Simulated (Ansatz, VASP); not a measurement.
One calculation of HCl, two programs

The input INCAR:

```
SYSTEM = HCl
PREC = Accurate
ENCUT = 520
EDIFF = 1E-6
ISMEAR = 0
SIGMA = 0.15
LREAL = .False.
LASPH = .True.
NELM = 100
ALGO = Normal
ISIF = 2
LWAVE = .False.
LCHARG = .True.
GGA = PS
LELF = .True.
LVHAR = .True.
NBANDS = 11
```

The input KPOINTS:

```
regular mesh
0
Gamma
  16 16 16
  0 0 0
```

File POSCAR:

```
HCl
1.0
    0.0000000000      2.6750000000      2.8121750000
    2.5150000000      0.0000000000      2.8121750000
    2.5150000000      2.6750000000      0.0000000000
H Cl
1 1
Direct
    0.0000000000      0.0000000000      0.0000000000
    0.5000000000      0.5000000000      0.5000000000
```

Input for Ansatz:

```yaml
crystal:
  lattice:
    - [0.0, 2.675, 2.812175]
    - [2.515, 0.0, 2.812175]
    - [2.515, 2.675, 0.0]
  atoms:
    - { symbol: H, position: [0.0, 0.0, 0.0] }
    - { symbol: Cl, position: [0.5, 0.5, 0.5] }
basis:
  ecutwfc: 420
kpoints:
  mp_grid: { grid: [16, 16, 16] }
hamiltonian:
  xc: pbesol
scf:
  occupations: { method: gaussian, width: 0.15 }
output:
  forces: true
  stress: true
  eigenvalues: true
  write_density: true
  write_potential: true
  elf: true
  volumetric_format: npy
```

Change from the starting cell: strain -0.0150 x Voigt [0, 0, 1, 0, 0, 0], atoms carried along.

Alike in both runs: task single point; functional PBEsol; k mesh 16 × 16 × 16; occupations gaussian, width 0.15 eV; no spin polarisation.

|  | VASP | Ansatz |
| --- | --- | --- |
| version | VASP 6.6.1 | Ansatz 0.2.0 |
| potentials or method | VASP PAW PBE potentials, release 64 (H, Cl), cutoff 520 eV | scalar-relativistic, plane waves, PAW |
| valence electrons in the cell | 8 | 8 |

|  | VASP | Ansatz | Ansatz less VASP |
| --- | --- | --- | --- |
| gap on the k mesh at the Fermi level (eV) | none | none | - |
| pressure (GPa) | -10.9 | -10.9 | +0.06 |
| traceless stress, the component that is largest in VASP (GPa) | -5.02 | -5.00 | +0.016 |

VASP's potentials were made for PBE, not for PBEsol. A gap of «none» marks a metal or a gap that the smearing closes.
